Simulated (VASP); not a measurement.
# HC6 in VASP: single point with PBE

Aim: the single point of HC6 with PBE.

All numbers are computed with VASP 6.6.1; they aren't measurements. Logs are shortened: lines on timing, memory, paths and dates and some standing lists are left out, and cuts for length are marked.

**1. The cell of the first run**

The cell holds a slab with vacuum, 28 atoms: a = 5.051 Å, b = 2.526 Å, c = 25.942 Å, α = 90.00°, β = 90.00°, γ = 90.00°.

**2. Single point, PBE**

Contents of INCAR:

```
PREC     = Accurate       # precision mode
ENCUT    = 520            # plane-wave cutoff, eV
EDIFF    = 1E-6           # SCF threshold, eV
ISMEAR   = 0              # smearing method
SIGMA    = 0.03           # smearing width, eV
LREAL    = False          # projectors in reciprocal space
LASPH    = True           # aspherical terms in the spheres
NELM     = 120            # most SCF steps
ALGO     = Normal         # electronic algorithm
ISIF     = 2              # what is computed and relaxed
LWAVE    = False          # write WAVECAR
LCHARG   = False          # write CHGCAR
LDIPOL   = True         
IDIPOL   = 3            
DIPOL    = 0.5 0.5 0.500
GGA      = PE             # functional
NBANDS   = 70             # bands
GGA_COMPAT= False        
NELMDL   = -8
```

Contents of KPOINTS:

```
regular mesh
0
Gamma
  4 7 1
```

Contents of POSCAR:

```
HC6
1.0
    5.0510420377      0.0000000000      0.0000000000
    0.0000000000      2.5255209687      0.0000000000
    0.0000000000      0.0000000000     25.9423716765
C H
24 4
Direct
   -0.0894730593      0.0000000000      0.3134838207
    0.5893485942      1.0000000000      0.3134362053
    0.5178068608      0.5000000000      0.3446695326
   -0.0180354780      0.5000000000      0.3447395719
    0.2501029040      0.5000000000      0.3759276726
    0.7495512928      0.5000000000      0.3830875517
    0.7496194885      1.0000000000      0.4160092083
    0.2501036903      1.0000000000      0.4117573416
    0.4968839372      0.0000000000      0.4485723785
    0.0030297757      0.0000000000      0.4481811140
    0.0030455554      0.5000000000      0.4824784070
    0.4968940505      0.5000000000      0.4830866064
    0.7531059589      0.5000000000      0.5169133874
    0.2469543924      0.5000000000      0.5175215797
    0.2469701951      0.0000000000      0.5518188783
    0.7531160359      0.0000000000      0.5514276133
   -0.0001037105      0.0000000000      0.5882426251
    0.5003804755      0.0000000000      0.5839908112
    0.5004486794      0.5000000000      0.6169124888
   -0.0001029042      0.5000000000      0.6240723274
    0.2680356557      0.5000000000      0.6552604233
    0.7321929471      0.5000000000      0.6553304555
    0.6606514188      0.0000000000      0.6865637960
    0.3394730424      0.0000000000      0.6865161900
    0.7448645575      0.0000000000      0.7256627453
    0.2549848355      0.0000000000      0.7255912726
   -0.0049856348      0.0000000000      0.2744087436
    0.5051364430      1.0000000000      0.2743372521
```

Potentials or basis: VASP PAW PBE potentials, release 64 (C, H).

Command:

```
cat potpaw_PBE.64/C/POTCAR potpaw_PBE.64/H/POTCAR > POTCAR
mpirun -np 1 vasp_std > vasp.out
```

OUTCAR:

```text
PREC = Accurate
   ENCUT = 520
   EDIFF = 1E-6
   ISMEAR = 0
   LREAL = False
   LASPH = True
   NELM = 120
   ISIF = 2
   GGA = PE
   NELMDL = -8

 ion  position               nearest neighbor table
   1  0.911  0.000  0.313-  27 1.10   4 1.54   4 1.54   2 1.62
   2  0.589  0.000  0.313-  28 1.10   3 1.54   3 1.54   1 1.62
   3  0.518  0.500  0.345-   6 1.54   2 1.54   2 1.54   5 1.58
   4  0.982  0.500  0.345-   6 1.54   1 1.54   1 1.54   5 1.58
   5  0.250  0.500  0.376-   8 1.57   8 1.57   3 1.58   4 1.58
   6  0.750  0.500  0.383-   7 1.52   7 1.52   3 1.54   4 1.54
[... 16 lines left out ...]
  23  0.661  0.000  0.687-  25 1.10  22 1.54  22 1.54  24 1.62
  24  0.339  0.000  0.687-  26 1.10  21 1.54  21 1.54  23 1.62
  25  0.745  0.000  0.726-  23 1.10
  26  0.255  0.000  0.726-  24 1.10
  27  0.995  0.000  0.274-   1 1.10
  28  0.505  0.000  0.274-   2 1.10

  LATTYP: Found a simple orthorhombic cell.
 ALAT       =     2.5255209687
 B/A-ratio  =     2.0000000397
 C/A-ratio  =    10.2720872240

  Lattice vectors:

 A1 = (   0.0000000000,  -2.5255209687,   0.0000000000)
 A2 = (   5.0510420377,   0.0000000000,   0.0000000000)
 A3 = (   0.0000000000,   0.0000000000,  25.9423716765)

Analysis of symmetry for initial positions (statically):
=====================================================================
 Subroutine PRICEL returns:
 Original cell was already a primitive cell.

 Routine SETGRP: Setting up the symmetry group for a
 simple orthorhombic supercell.

 Subroutine GETGRP returns: Found  4 space group operations
 (whereof  2 operations were pure point group operations)
 out of a pool of  8 trial point group operations.

The static configuration has the point symmetry C_1h.
 The point group associated with its full space group is C_2h.

Analysis of symmetry for dynamics (positions and initial velocities):
=====================================================================
 Subroutine PRICEL returns:
 Original cell was already a primitive cell.

 Routine SETGRP: Setting up the symmetry group for a
 simple orthorhombic supercell.

 Subroutine GETGRP returns: Found  4 space group operations
 (whereof  2 operations were pure point group operations)
 out of a pool of  8 trial point group operations.

The dynamic configuration has the point symmetry C_1h.
 The point group associated with its full space group is C_2h.

 Subroutine INISYM returns: Found  4 space group operations
 (whereof  2 operations are pure point group operations),
 and found     1 'primitive' translations

----------------------------------------------------------------------------------------

                                     Primitive cell

  volume of cell :     330.9342

  direct lattice vectors                    reciprocal lattice vectors
     5.051042038  0.000000000  0.000000000     0.197978950  0.000000000  0.000000000
     0.000000000  2.525520969  0.000000000     0.000000000  0.395957908  0.000000000
     0.000000000  0.000000000 25.942371676     0.000000000  0.000000000  0.038546977

  length of vectors
     5.051042038  2.525520969 25.942371676     0.197978950  0.395957908  0.038546977

  position of ions in fractional coordinates (direct lattice)
     0.910526941  0.000000000  0.313483821
     0.589348594  0.000000000  0.313436205
     0.517806861  0.500000000  0.344669533
     0.981964522  0.500000000  0.344739572
     0.250102904  0.500000000  0.375927673
     0.749551293  0.500000000  0.383087552
[... 20 lines left out ...]
     0.995014365  0.000000000  0.274408744
     0.505136443  0.000000000  0.274337252

  ion indices of the primitive-cell ions
   primitive index   ion index
                 1           1
                 2           2
                 3           3
                 4           4
                 5           5
                 6           6
[... 20 lines left out ...]
                27          27
                28          28

----------------------------------------------------------------------------------------

 KPOINTS: regular mesh

Automatic generation of k-mesh.
 Grid dimensions read from file:
 generate k-points for:    4    7    1

 Generating k-lattice:

  Cartesian coordinates                     Fractional coordinates (reciprocal lattice)
     0.049494738  0.000000000  0.000000000     0.250000000  0.000000000  0.000000000
     0.000000000  0.056565415  0.000000000     0.000000000  0.142857143  0.000000000
     0.000000000  0.000000000  0.038546977     0.000000000  0.000000000  1.000000000

  Length of vectors
     0.049494738  0.056565415  0.038546977

  Shift w.r.t. Gamma in fractional coordinates (k-lattice)
     0.000000000  0.000000000  0.000000000

 Subroutine IBZKPT returns following result:
 ===========================================

 Found     12 irreducible k-points:

 Following reciprocal coordinates:
            Coordinates               Weight
  0.000000  0.000000  0.000000      1.000000
  0.250000  0.000000  0.000000      2.000000
  0.500000  0.000000  0.000000      1.000000
  0.000000  0.142857  0.000000      2.000000
  0.250000  0.142857  0.000000      4.000000
  0.500000  0.142857  0.000000      2.000000
  0.000000  0.285714  0.000000      2.000000
  0.250000  0.285714  0.000000      4.000000
  0.500000  0.285714  0.000000      2.000000
  0.000000  0.428571  0.000000      2.000000
  0.250000  0.428571  0.000000      4.000000
  0.500000  0.428571  0.000000      2.000000
   k-points           NKPTS =     12   k-points in BZ     NKDIM =     12   number of bands    NBANDS=     70
   number of dos      NEDOS =    301   number of ions     NIONS =     28
   total plane-waves  NPLWV = 156800
   dimension x,y,z NGX =    40 NGY =   20 NGZ =  196
   dimension x,y,z NGXF=    80 NGYF=   40 NGZF=  392
   ions per type =              24   4
   NGX,Y,Z   is equivalent  to a cutoff of  13.17, 13.17, 12.56 a.u.
   NGXF,Y,Z  is equivalent  to a cutoff of  26.33, 26.33, 25.12 a.u.
 SYSTEM =  unknown system
   PREC   = accura    normal or accurate (medium, high low for compatibility)
   ISTART =      0    job   : 0-new  1-cont  2-samecut
   ICHARG =      2    charge: 1-file 2-atom 10-const
   ISPIN  =      1    spin polarized calculation?
   LNONCOLLINEAR =      F non collinear calculations
   LSORBIT =      F    spin-orbit coupling
   LASPH  =      T    aspherical Exc in radial PAW
   ENCUT  =  520.0 eV  38.22 Ry    6.18 a.u.   9.39  4.70 48.24*2*pi/ulx,y,z
   NELM   =    120;   NELMIN=  2; NELMDL= -8     # of ELM steps
   EDIFF  = 0.1E-05   stopping-criterion for ELM
   LREAL  =      F    real-space projection
   EDIFFG = 0.1E-04   stopping-criterion for IOM
   NSW    =      0    number of steps for IOM
   IBRION =     -1    ionic relax: 0-MD 1-quasi-New 2-CG
   NFREE  =      0    steps in history (QN), initial steepest desc. (CG)
   ISIF   =      2    stress and relaxation
   ISYM   =      2    0-nonsym 1-usesym 2-fastsym
   POTIM  = 0.5000    time-step for ionic-motion
   TEBEG  =    0.0;   TEEND  =   0.0 temperature during run
   PSTRESS=    0.0 pullay stress
   NELECT =     100.0000    total number of electrons
   NUPDOWN=      -1.0000    fix difference up-down
   EMIN   =  10.00;   EMAX   =-10.00  energy-range for DOS
   EFERMI =   0.00;   METHOD = LEGACY
   ISMEAR =     0;   SIGMA  =   0.03  broadening in eV -4-tet -1-fermi 0-gaus
   EFERMI_NEDOS =   21; number of points for ismear=-14 and -15
   IALGO  =     38    algorithm
   IMIX   =      4    mixing-type and parameters
     AMIX     =   0.40;   BMIX     =  1.00
     AMIX_MAG =   1.60;   BMIX_MAG =  1.00
  volume/ion in A,a.u.               =      11.82        79.76
  Fermi-wavevector in a.u.,A,eV,Ry     =   1.098570  2.075996 16.420265  1.206855
  Thomas-Fermi vector in A             =   2.234949
   LORBIT       =      0    0 simple, 1 ext, 2 COOP (PROOUT), +10 PAW based schemes
   GGA     = PE    functional components
   LHFCALC =     F    Hartree Fock is set to
   AEXX    =    0.0000 exact exchange contribution
   IVDW    =     0    specifies the selected vdW correction
   LEPSILON=     F    determine dielectric tensor
   LRPA    =     F    only Hartree local field effects (RPA)
 non-spin polarized calculation
 Gauss-broadening in eV      SIGMA  =   0.03
  energy-cutoff  :      520.00
  volume of cell :      330.93
 maximum number of plane-waves:      8961
 NGX is ok and might be reduce to    40
   NGX = 19   NGY =  9   NGZ = 97

 dipolmoment           0.000000      0.000000     -0.000000 electrons x Angstroem

 number of electron     100.0000008 magnetization

 dipolmoment           0.000000      0.000000      0.000022 electrons x Angstroem

 Free energy of the ion-electron system (eV)
  ---------------------------------------------------
  ext. energy  EPLUGINS =         0.00000000
  ---------------------------------------------------
  free energy    TOTEN  =      -231.71945632 eV

  energy without entropy =     -231.71945632  energy(sigma->0) =     -231.71945632

 E-fermi :   1.8285     XC(G=0):  -6.5158

 val. band max:        1.6454891116   @ k =   0.0000   0.0000   0.0000
 cond. band min:       4.7092770112   @ k =   0.0000   0.0000   0.0000
 fundamental gap:      3.0637878995
 Fermi energy:         1.8285333534

 k-point     1 :       0.0000    0.0000    0.0000
  band No.  band energies     occupation
      1     -19.0764      2.00000
      2     -18.5301      2.00000
      3     -17.5895      2.00000
      4     -16.2260      2.00000
      5     -14.6255      2.00000
      6     -14.5666      2.00000
[... 54 lines left out ...]
     61       7.6195      0.00000
     62       7.8480      0.00000

 k-point     2 :       0.2500    0.0000    0.0000
  band No.  band energies     occupation
      1     -18.8037      2.00000
      2     -18.2956      2.00000
      3     -17.4144      2.00000
      4     -16.4342      2.00000
      5     -16.1387      2.00000
      6     -15.5781      2.00000
[... 54 lines left out ...]
     61       7.8327      0.00000
     62       8.0341      0.00000

 k-point     3 :       0.5000    0.0000    0.0000
  band No.  band energies     occupation
      1     -18.1685      2.00000
      2     -17.9954      2.00000
      3     -17.5896      2.00000
      4     -17.1081      2.00000
      5     -16.5667      2.00000
      6     -15.9477      2.00000
[... 574 lines left out ...]
     61       9.4291      0.00000
     62       9.7100      0.00000

 k-point    12 :       0.5000    0.4286    0.0000
  band No.  band energies     occupation
      1     -14.8951      2.00000
      2     -14.7381      2.00000
      3     -14.3574      2.00000
      4     -13.9181      2.00000
      5     -13.4504      2.00000
      6     -12.9836      2.00000
[... 54 lines left out ...]
     61       9.2193      0.00000
     62       9.4265      0.00000
 [bands above 62 left out]

------------------------ aborting loop because EDIFF is reached ----------------------------------------

 vacuum level on the upper side and lower side of the slab       (xc-potential included)        -0.130        -0.130

  FORCE on cell =-STRESS in cart. coord.  units (eV):
  Direction    XX          YY          ZZ          XY          YZ          ZX
  --------------------------------------------------------------------------------------
  -------------------------------------------------------------------------------------
  Total       -7.4841124      2.1642779      0.4791831      0.0000000      0.0000000     -0.0033971
  in kB      -36.2334131     10.4780864      2.3199062      0.0000000      0.0000000     -0.0164465
  external PRESSURE =      -7.8118068 kB  Pullay stress =       0.0000000 kB

 VOLUME and BASIS-vectors are now :
 -----------------------------------------------------------------------------
  energy-cutoff  :      520.00
  volume of cell :      330.93
      direct lattice vectors                 reciprocal lattice vectors
     5.051042038  0.000000000  0.000000000     0.197978950  0.000000000  0.000000000
     0.000000000  2.525520969  0.000000000     0.000000000  0.395957908  0.000000000
     0.000000000  0.000000000 25.942371676     0.000000000  0.000000000  0.038546977

 POSITION                                       TOTAL-FORCE (eV/Angst)
 -----------------------------------------------------------------------------------
      4.59911      0.00000      8.13251        -0.012515      0.000000      0.005587
      2.97682      0.00000      8.13128         0.017819      0.000000      0.002851
      2.61546      1.26276      8.94155        -0.030871      0.000000     -0.004921
      4.95994      1.26276      8.94336         0.019613      0.000000     -0.003780
      1.26328      1.26276      9.75246         0.007174      0.000000     -0.023058
      3.78602      1.26276      9.93820        -0.002028      0.000000      0.004299
[... 20 lines left out ...]
      5.02586      0.00000      7.11881         0.025316      0.000000     -0.027117
      2.55147      0.00000      7.11696        -0.024022      0.000000     -0.026272
 -----------------------------------------------------------------------------------
    total drift:                               -0.012979      0.000000      0.004380

  FREE ENERGIE OF THE ION-ELECTRON SYSTEM (eV)
  ---------------------------------------------------
  free  energy   TOTEN  =      -231.7194563191 eV

  energy  without entropy=     -231.7194563191  energy(sigma->0) =     -231.71945632

 vacuum level on the upper side and lower side of the slab         5.411         5.410
```

It took 15 min on 1 thread of Oxide Virtual Turin-like, shared host; peak memory 0.45 GiB.

What came out:

```
Free energy            : -231.7195 eV
Largest force          : 0.037 eV/Å
Band gap on the k mesh : 3.06 eV
```

Forces in eV/Å, atoms in the order of the input:
```
C   -0.013  0.000  0.006
C    0.018  0.000  0.003
C   -0.031  0.000 -0.005
C    0.020  0.000 -0.004
C    0.007  0.000 -0.023
C   -0.002  0.000  0.004
C    0.002  0.000  0.001
C   -0.003  0.000  0.003
C   -0.014  0.000  0.002
C    0.013  0.000 -0.001
C   -0.002  0.000 -0.001
C    0.002  0.000  0.001
C   -0.002  0.000 -0.001
C    0.002  0.000  0.001
C   -0.013  0.000  0.001
C    0.014  0.000 -0.002
C    0.003  0.000 -0.003
C   -0.002  0.000 -0.001
C    0.002  0.000 -0.004
C   -0.007  0.000  0.023
C   -0.020  0.000  0.004
C    0.031  0.000  0.005
C   -0.018  0.000 -0.003
C    0.013  0.000 -0.006
H    0.024  0.000  0.026
H   -0.025  0.000  0.027
H    0.025  0.000 -0.027
H   -0.024  0.000 -0.026
```

Levels at points of the mesh, in eV from the valence-band top:
```tsv
k point	band 46	band 47	band 48	band 49	band 50	band 51	band 52	band 53	band 54	band 55
(0.00, 0.00, 0.00)	-1.54	-1.30	-0.30	-0.14	0.00	3.06	3.10	4.22	4.73	4.79
(0.50, 0.00, 0.00)	-1.29	-1.23	-0.95	-0.53	-0.36	4.23	4.24	4.50	4.53	5.50
```
